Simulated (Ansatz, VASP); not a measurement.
BN in VASP and in Ansatz

```
CELL_PARAMETERS angstrom
2.50399 0.00000 0.00000
-1.25200 2.16852 0.00000
0.00000 0.00000 6.66120
ATOMIC_POSITIONS crystal
B 0.33333 0.66667 0.25000
B 0.66667 0.33333 0.75000
N 0.33333 0.66667 0.75000
N 0.66667 0.33333 0.25000
```

Alike in both runs: task single point; functional r2SCAN; k mesh 16 × 16 × 6; occupations gaussian, width 0.05 eV; no spin polarisation.

|  | VASP | Ansatz |
| --- | --- | --- |
| version | VASP 6.6.1 | Ansatz 0.2.0 |
| potentials or method | VASP PAW PBE potentials, release 64 (B, N), cutoff 520 eV | scalar-relativistic, plane waves, PAW |
| valence electrons in the cell | 16 | 16 |

Ansatz gave:

```
gap on the k mesh at the Fermi level (eV)                     : 4.80
least direct gap on the mesh (eV)                             : 5.28
pressure (GPa)                                                : -0.6
traceless stress, the component that is largest in VASP (GPa) : 1.46
```

What did VASP give for the same quantities?

gap on the k mesh at the Fermi level (eV): 4.84; least direct gap on the mesh (eV): 5.32; pressure (GPa): -0.2; traceless stress, the component that is largest in VASP (GPa): 0.79.

VASP's potentials were made for PBE, not for r2SCAN. The functional is the same, so the differences come from potentials, cutoffs and numerics.
